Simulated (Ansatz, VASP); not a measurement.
One calculation of Rh, two programs

```
Rh
1.0
    -2.67556    0.00000    0.00000
    -1.33778   -2.31711    0.00000
    -0.89185   -0.51491   17.45502
Rh
8
Cartesian
  -1.3378 -2.3171 9.8184
  -1.3378 -2.3171 1.0909
  -1.3378 -0.7724 12.0003
  -1.3378 -0.7724 3.2728
  0.0000 0.0000 14.1822
  0.0000 0.0000 5.4547
  -2.6756 -1.5447 16.3641
  -2.6756 -1.5447 7.6366
```

Alike in both runs: task single point; functional PBEsol; k mesh 16 × 16 × 3; occupations gaussian, width 0.15 eV; no spin polarisation.

```csv
,VASP,Ansatz
version,VASP 6.6.1,Ansatz 0.2.0
potentials or method,"VASP PAW PBE potentials, release 64 (Rh_pv), cutoff 500 eV","scalar-relativistic, plane waves, PAW"
valence electrons in the cell,120,136
```

|  | VASP | Ansatz | Ansatz less VASP |
| --- | --- | --- | --- |
| gap on the k mesh at the Fermi level (eV) | none | none | - |
| pressure (GPa) | 0.7 | 0.8 | +0.05 |
| traceless stress, the component that is largest in VASP (GPa) | -0.89 | -0.89 | +0.002 |
| rms of the force components (eV/Å) | 0.188 | 0.188 | -0.0005 |

VASP's potentials were made for PBE, not for PBEsol, and Ansatz warns of the same on its side. Atom by atom the forces differ by 0.001 eV/Å (rms over components). A gap of «none» marks a metal or a gap that the smearing closes. VASP's potentials hold 120 valence electrons a cell and Ansatz's 136, so a difference there can come from the potentials and not from the codes.
